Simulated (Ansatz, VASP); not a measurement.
# One calculation of MgSe, two programs

```
Mg Se
1.0
     0.00000    2.72500    2.72500
     2.72500    0.00000    2.72500
     2.72500    2.72500    0.00000
Mg Se
1 1
Direct
  0.00000 0.00000 0.00000
  0.50000 0.50000 0.50000
```

Alike in both runs: task single point; functional r2SCAN; dispersion rVV10; k mesh 6 × 6 × 6; occupations gaussian, width 0.1 eV; no spin polarisation.

|  | VASP | Ansatz |
| --- | --- | --- |
| version | VASP 6.6.1 | Ansatz 0.2.0 |
| potentials or method | VASP PAW PBE potentials, release 64 (Mg, Se), cutoff 660 eV | scalar-relativistic, plane waves, PAW |
| valence electrons in the cell | 8 | 26 |

```csv
,VASP,Ansatz,Ansatz less VASP
gap on the k mesh at the Fermi level (eV),2.43,2.48,+0.045
least direct gap on the mesh (eV),3.46,3.50,+0.033
pressure (GPa),0.0,0.2,+0.23
```

VASP's potentials were made for PBE, not for r2SCAN. VASP's potentials hold 8 valence electrons a cell and Ansatz's 26, so a difference there can come from the potentials and not from the codes.
